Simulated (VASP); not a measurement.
# AlCo (Pm-3m) in VASP: further runs, part 2 of 2

VASP 6.6.1. Earlier steps stand in the parts before.

## Step 4: Single point, PBEsol, collinear spin, ferromagnetic start

INCAR

```
SYSTEM = AlCo
  PREC = Accurate
  ENCUT = 520
  EDIFF = 1E-6
  ISMEAR = -1
  SIGMA = 0.05
  LREAL = .FALSE.
  LASPH = .TRUE.
  NELM = 150
  ALGO = Normal
  ISIF = 2
  LWAVE = .FALSE.
  LCHARG = .TRUE.
  ISPIN = 2
  MAGMOM = 1.5 0
  LORBIT = 11
  NUPDOWN = 1.5
  LMAXMIX = 4
  GGA = PS
  LELF = .TRUE.
  LVHAR = .TRUE.
  NBANDS = 17
```

KPOINTS

```
Automatic mesh
0
G
  8 8 8
  0 0 0
```

POSCAR

```
AlCo
1.0
    2.8194032100      0.0000000000      0.0000000000
    0.0000000000      2.8194032100      0.0000000000
    0.0000000000      0.0000000000      2.8194032100
Co Al
1 1
Direct
    0.5000000000      0.5000000000      0.5000000000
    0.0000000000      0.0000000000      0.0000000000
```

Potentials or basis: VASP PAW PBE potentials, release 64 (Co, Al).

On the command line:

```console
> cat potpaw_PBE.64/Co/POTCAR potpaw_PBE.64/Al/POTCAR > POTCAR
> mpirun -np 1 vasp_std > vasp.out
```

OUTCAR:

```text
SYSTEM = AlCo
   PREC = Accurate
   ENCUT = 520
   EDIFF = 1E-6
   ISMEAR = -1
   LREAL = .FALSE.
   LASPH = .TRUE.
   NELM = 150
   ISIF = 2
   ISPIN = 2
   LORBIT = 11
   NUPDOWN = 1.5
   GGA = PS

 ion  position               nearest neighbor table
   1  0.500  0.500  0.500-   2 2.44   2 2.44   2 2.44   2 2.44   2 2.44   2 2.44   2 2.44   2 2.44

   2  0.000  0.000  0.000-   1 2.44   1 2.44   1 2.44   1 2.44   1 2.44   1 2.44   1 2.44   1 2.44

  LATTYP: Found a simple cubic cell.
 ALAT       =     2.8194032100

  Lattice vectors:

 A1 = (   2.8194032100,   0.0000000000,   0.0000000000)
 A2 = (   0.0000000000,   2.8194032100,   0.0000000000)
 A3 = (   0.0000000000,   0.0000000000,   2.8194032100)

Analysis of symmetry for initial positions (statically):
=====================================================================
 Subroutine PRICEL returns:
 Original cell was already a primitive cell.

 Routine SETGRP: Setting up the symmetry group for a
 simple cubic supercell.

 Subroutine GETGRP returns: Found 48 space group operations
 (whereof 48 operations were pure point group operations)
 out of a pool of 48 trial point group operations.

The static configuration has the point symmetry O_h .

Analysis of symmetry for dynamics (positions and initial velocities):
=====================================================================
 Subroutine PRICEL returns:
 Original cell was already a primitive cell.

 Routine SETGRP: Setting up the symmetry group for a
 simple cubic supercell.

 Subroutine GETGRP returns: Found 48 space group operations
 (whereof 48 operations were pure point group operations)
 out of a pool of 48 trial point group operations.

The dynamic configuration has the point symmetry O_h .

Analysis of structural, dynamic, and magnetic symmetry:
=====================================================================
 Subroutine PRICEL returns:
 Original cell was already a primitive cell.

 Routine SETGRP: Setting up the symmetry group for a
 simple cubic supercell.

 Subroutine GETGRP returns: Found 48 space group operations
 (whereof 48 operations were pure point group operations)
 out of a pool of 48 trial point group operations.

The overall configuration has the point symmetry O_h .

 Subroutine INISYM returns: Found 48 space group operations
 (whereof 48 operations are pure point group operations),
 and found     1 'primitive' translations

----------------------------------------------------------------------------------------

                                     Primitive cell

  volume of cell :      22.4115

  direct lattice vectors                    reciprocal lattice vectors
     2.819403210  0.000000000  0.000000000     0.354684990  0.000000000  0.000000000
     0.000000000  2.819403210  0.000000000     0.000000000  0.354684990  0.000000000
     0.000000000  0.000000000  2.819403210     0.000000000  0.000000000  0.354684990

  length of vectors
     2.819403210  2.819403210  2.819403210     0.354684990  0.354684990  0.354684990

  position of ions in fractional coordinates (direct lattice)
     0.500000000  0.500000000  0.500000000
     0.000000000  0.000000000  0.000000000

  ion indices of the primitive-cell ions
   primitive index   ion index
                 1           1
                 2           2

----------------------------------------------------------------------------------------

[... 61 lines left out ...]
   ISTART =      0    job   : 0-new  1-cont  2-samecut
   ICHARG =      2    charge: 1-file 2-atom 10-const
   ISPIN  =      2    spin polarized calculation?
   LNONCOLLINEAR =      F non collinear calculations
   LSORBIT =      F    spin-orbit coupling
   LASPH  =      T    aspherical Exc in radial PAW
   ENCUT  =  520.0 eV  38.22 Ry    6.18 a.u.   5.24  5.24  5.24*2*pi/ulx,y,z
   NELM   =    150;   NELMIN=  2; NELMDL= -5     # of ELM steps
   EDIFF  = 0.1E-05   stopping-criterion for ELM
   LREAL  =      F    real-space projection
   EDIFFG = 0.1E-04   stopping-criterion for IOM
   NSW    =      0    number of steps for IOM
   IBRION =     -1    ionic relax: 0-MD 1-quasi-New 2-CG
   NFREE  =      0    steps in history (QN), initial steepest desc. (CG)
   ISIF   =      2    stress and relaxation
   ISYM   =      2    0-nonsym 1-usesym 2-fastsym
   POTIM  = 0.5000    time-step for ionic-motion
   TEBEG  =    0.0;   TEEND  =   0.0 temperature during run
   PSTRESS=    0.0 pullay stress
   NELECT =      12.0000    total number of electrons
   NUPDOWN=       1.5000    fix difference up-down
   EMIN   =  10.00;   EMAX   =-10.00  energy-range for DOS
   EFERMI =   0.00;   METHOD = LEGACY
   ISMEAR =    -1;   SIGMA  =   0.05  broadening in eV -4-tet -1-fermi 0-gaus
   EFERMI_NEDOS =   21; number of points for ismear=-14 and -15
   IALGO  =     38    algorithm
   IMIX   =      4    mixing-type and parameters
     AMIX     =   0.40;   BMIX     =  1.00
     AMIX_MAG =   1.60;   BMIX_MAG =  1.00
  volume/ion in A,a.u.               =      11.21        75.62
  Fermi-wavevector in a.u.,A,eV,Ry     =   1.329366  2.512138 24.044423  1.767215
  Thomas-Fermi vector in A             =   2.458534
   LORBIT       =     11    0 simple, 1 ext, 2 COOP (PROOUT), +10 PAW based schemes
   GGA     = PS    functional components
   LHFCALC =     F    Hartree Fock is set to
   AEXX    =    0.0000 exact exchange contribution
   IVDW    =     0    specifies the selected vdW correction
   LEPSILON=     F    determine dielectric tensor
   LRPA    =     F    only Hartree local field effects (RPA)
 spin polarized calculation
  energy-cutoff  :      520.00
  volume of cell :       22.41
 maximum number of plane-waves:       624
 NGX is ok and might be reduce to    24
   NGX = 11   NGY = 11   NGZ = 11

 number of electron      11.9999995 magnetization       1.4999998

 Free energy of the ion-electron system (eV)
  ---------------------------------------------------
  ext. energy  EPLUGINS =         0.00000000
  ---------------------------------------------------
  free energy    TOTEN  =       -12.43886340 eV

  energy without entropy =      -12.41959995  energy(sigma->0) =      -12.42923168

 E-fermi :  10.1374     XC(G=0): -12.5508

 val. band max:       12.1264821758   @ k =   0.5000   0.5000   0.3750
 cond. band min:      10.1408949195   @ k =   0.2500   0.1250   0.1250
 fundamental gap:     -1.9855872563
 Fermi energy:        12.1276461855

 spin component 1

 k-point     1 :       0.0000    0.0000    0.0000
  band No.  band energies     occupation
      1      -0.4917      1.00000
      2       7.0076      1.00000
      3       7.0076      1.00000
      4       9.2021      1.00000
      5       9.2021      1.00000
      6       9.2021      1.00000
[... 459 lines left out ...]
      6       9.2660      1.00000
[... 9 lines left out ...]
     16      32.6975      0.00000
     17      35.8663      0.00000

 [... further k-points ...]

 spin component 2

 k-point     1 :       0.0000    0.0000    0.0000
  band No.  band energies     occupation
      1      -0.2826      1.00000
      2       8.2280      1.00000
      3       8.2280      1.00000
      4      10.3940      0.00586
      5      10.3940      0.00586
      6      10.3941      0.00586
[... 459 lines left out ...]
      6      10.1174      0.59845
[... 9 lines left out ...]
     16      32.8872      0.00000
     17      35.9610      0.00000

 [... further k-points ...]
[... 5 lines left out ...]
  --------------------------------------------------------------------------------------
  -------------------------------------------------------------------------------------
  Total        1.7657585      1.7657585      1.7657585     -0.0000000     -0.0000000     -0.0000000
  in kB      126.2322474    126.2322474    126.2322474     -0.0000000     -0.0000000     -0.0000000
  external PRESSURE =     126.2322474 kB  Pullay stress =       0.0000000 kB

 VOLUME and BASIS-vectors are now :
 -----------------------------------------------------------------------------
  energy-cutoff  :      520.00
  volume of cell :       22.41
      direct lattice vectors                 reciprocal lattice vectors
     2.819403210  0.000000000  0.000000000     0.354684990  0.000000000  0.000000000
     0.000000000  2.819403210  0.000000000     0.000000000  0.354684990  0.000000000
     0.000000000  0.000000000  2.819403210     0.000000000  0.000000000  0.354684990

 POSITION                                       TOTAL-FORCE (eV/Angst)
 -----------------------------------------------------------------------------------
      1.40970      1.40970      1.40970         0.000000      0.000000      0.000000
      0.00000      0.00000      0.00000         0.000000      0.000000      0.000000
 -----------------------------------------------------------------------------------
    total drift:                                0.000000     -0.000000     -0.000000

  FREE ENERGIE OF THE ION-ELECTRON SYSTEM (eV)
  ---------------------------------------------------
  free  energy   TOTEN  =       -12.4388634001 eV

  energy  without entropy=      -12.4195999545  energy(sigma->0) =      -12.42923168

 total charge

# of ion       s       p       d       tot
------------------------------------------
    1        0.471   0.568   7.437   8.477
    2        0.397   0.463   0.000   0.860
--------------------------------------------------
tot          0.869   1.031   7.437   9.337

 magnetization (x)

# of ion       s       p       d       tot
------------------------------------------
    1        0.026   0.070   1.304   1.400
    2       -0.003   0.017   0.000   0.014
--------------------------------------------------
tot          0.023   0.087   1.304   1.415
```

OSZICAR:

```text
N       E                     dE             d eps       ncg     rms          rms(c)
DAV:   1     0.372995414786E+02    0.37300E+02   -0.46596E+03  2436   0.700E+02
DAV:   2    -0.121854073520E+02   -0.49485E+02   -0.43823E+02  2683   0.150E+02
DAV:   3    -0.143372158018E+02   -0.21518E+01   -0.20996E+01  2885   0.332E+01
DAV:   4    -0.143676792469E+02   -0.30463E-01   -0.30440E-01  2884   0.356E+00
DAV:   5    -0.143685080406E+02   -0.82879E-03   -0.82875E-03  2919   0.622E-01    0.136E+01
DAV:   6    -0.156604098432E+02   -0.12919E+01   -0.41010E+01  2709   0.757E+01    0.158E+01
DAV:   7    -0.124584042931E+02    0.32020E+01   -0.17331E+01  2791   0.454E+01    0.297E+00
DAV:   8    -0.124596244229E+02   -0.12201E-02   -0.11247E-01  2931   0.231E+00    0.133E+00
DAV:   9    -0.124436919827E+02    0.15932E-01   -0.13703E-02  3315   0.127E+00    0.609E-01
DAV:  10    -0.124389626191E+02    0.47294E-02   -0.70043E-03  3363   0.827E-01    0.161E-01
DAV:  11    -0.124388640644E+02    0.98555E-04   -0.20255E-04  2935   0.157E-01    0.983E-02
DAV:  12    -0.124388670111E+02   -0.29467E-05   -0.12374E-05  3038   0.298E-02    0.390E-02
DAV:  13    -0.124388633448E+02    0.36663E-05   -0.65077E-06  2780   0.234E-02    0.708E-03
DAV:  14    -0.124388634001E+02   -0.55339E-07   -0.30989E-07  1343   0.496E-03
   1 F= -.12438863E+02 E0= -.12429232E+02  d E =-.192634E-01  mag=     1.5000
```

stdout:

```text
POSCAR found type information on POSCAR CoAl
 POSCAR found :  2 types and       2 ions
 scaLAPACK will be used
 -----------------------------------------------------------------------------
|                                                                             |
|                                                                             |
|     You enforced a specific xc type in the INCAR file but a different       |
|     I HOPE YOU KNOW WHAT YOU ARE DOING!                                     |
|                                                                             |
 -----------------------------------------------------------------------------

 LDA part: xc-table for (Slater+PW92), standard interpolation
 POSCAR, INCAR and KPOINTS ok, starting setup
 FFT: planning ... GRIDC
 FFT: planning ... GRID_SOFT
 FFT: planning ... GRID
 WAVECAR not read
 entering main loop
```

Wall time 18 s (1 thread of AMD EPYC 9R14 (Zen 4), shared host); peak memory 0.13 GiB.

Results:

```yaml
Free_energy: -12.4389 eV
Pressure: 12.6 GPa
Net_moment: 1.50 μB per cell
Site_moments: Co +1.40; Al +0.01 μB
Valence_electrons_inside_the_program's_atomic_spheres: Co 8.48; Al 0.86
```

Caveat: the PAW data sets were made with another functional, which shifts forces and pressure a little; the total moment is fixed, so each spin has its own Fermi level.

## Step 5: Single point, PBEsol, collinear spin, ferromagnetic start

INCAR

```
SYSTEM = AlCo
ALGO     = Normal         ! electronic algorithm
EDIFF    = 1E-6           ! SCF threshold, eV
ENCUT    = 520            ! plane-wave cutoff, eV
GGA      = PS             ! functional
ISIF     = 2              ! what is computed and relaxed
ISMEAR   = -1             ! smearing method
ISPIN    = 2              ! spin polarisation
LASPH    = .True.         ! aspherical terms in the spheres
LCHARG   = .True.         ! write CHGCAR
LELF     = .True.         ! ELF
LMAXMIX  = 4              ! l up to which the mixer works
LORBIT   = 11             ! projections on sites
LREAL    = .False.        ! projectors in reciprocal space
LVHAR    = .True.       
LWAVE    = .False.        ! write WAVECAR
MAGMOM   = 2 0            ! initial moments
NBANDS   = 17             ! bands
NELM     = 150            ! most SCF steps
NUPDOWN  = 2.0            ! fixed moment
PREC     = Accurate       ! precision mode
SIGMA    = 0.05           ! smearing width, eV
```

KPOINTS

```
k-points
0
Gamma
  8 8 8
  0 0 0
```

POSCAR is that of step 4.

On the command line:

```console
> cat potpaw_PBE.64/Co/POTCAR potpaw_PBE.64/Al/POTCAR > POTCAR
> mpirun -np 1 vasp_std > vasp.out
```

Run time: 21 s. Hardware: 1 thread of AMD EPYC 9R14 (Zen 4), shared host; peak memory 0.13 GiB.

It converged, with:

```
Free energy                                           : -11.8192 eV
Pressure                                              : 19.4 GPa
Net moment                                            : 2.00 μB per cell
Site moments                                          : Co +1.76; Al +0.04 μB
Valence electrons inside the program's atomic spheres : Co 8.45; Al 0.87
```

Caveat: the PAW data sets were made with another functional, which shifts forces and pressure a little; the total moment is fixed, so each spin has its own Fermi level.

## Step 6: Summary

```csv
fixed moment (μB),pressure (GPa),moment (μB)
0.5,3.2,0.50
1.0,7.5,1.00
1.5,12.6,1.50
2.0,19.4,2.00
```

Alike in all rows: task single point; level PBEsol; potentials or basis VASP PAW PBE potentials, release 64 (Co, Al); spin collinear, ferromagnetic start; cell as given; k mesh 8 × 8 × 8; cutoff (eV) 520; smearing fermi-dirac 0.05 eV.

Caveats: the PAW data sets were made with another functional, which shifts forces and pressure a little; the total moment is fixed, so each spin has its own Fermi level.

Total energies depend on the potentials used, so only differences within one code and one set of settings carry meaning.
